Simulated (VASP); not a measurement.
BiB:

```
CELL_PARAMETERS angstrom
0.00000 2.74487 2.74487
2.74487 0.00000 2.74487
2.74487 2.74487 0.00000
ATOMIC_POSITIONS crystal
B 0.00000 0.00000 0.00000
Bi 0.25000 0.25000 0.25000
```

Base run:

```yaml
Program: VASP 6.6.1
Functional: r2SCAN
Potentials_or_basis: VASP PAW PBE potentials, release 64 (B, Bi_d)
Cutoff: 520 eV
k_mesh: 8 × 8 × 8
Occupations: gaussian, width 0.01 eV
Spin: no spin polarisation
```

Its results: band gap on the k mesh 0.39 eV, direct; pressure -0.1 GPa.

**Question.** The run is repeated on the same cell with these changes: functional from r2SCAN to PBE; further incar settings from ALGO = Normal; EDIFF = 1e-06; NBANDS = 16 to ALGO = Normal; EDIFF = 1e-07; NBANDS = 16. What comes out?

**Answer.** Band gap on the k mesh 0.28 eV, direct; pressure 1.2 GPa.

Caveats: spin-orbit coupling is left out, which moves the levels of the heavy elements; the PAW data sets were made with another functional, which shifts forces and pressure a little (some runs).

A k mesh can miss the band edges.
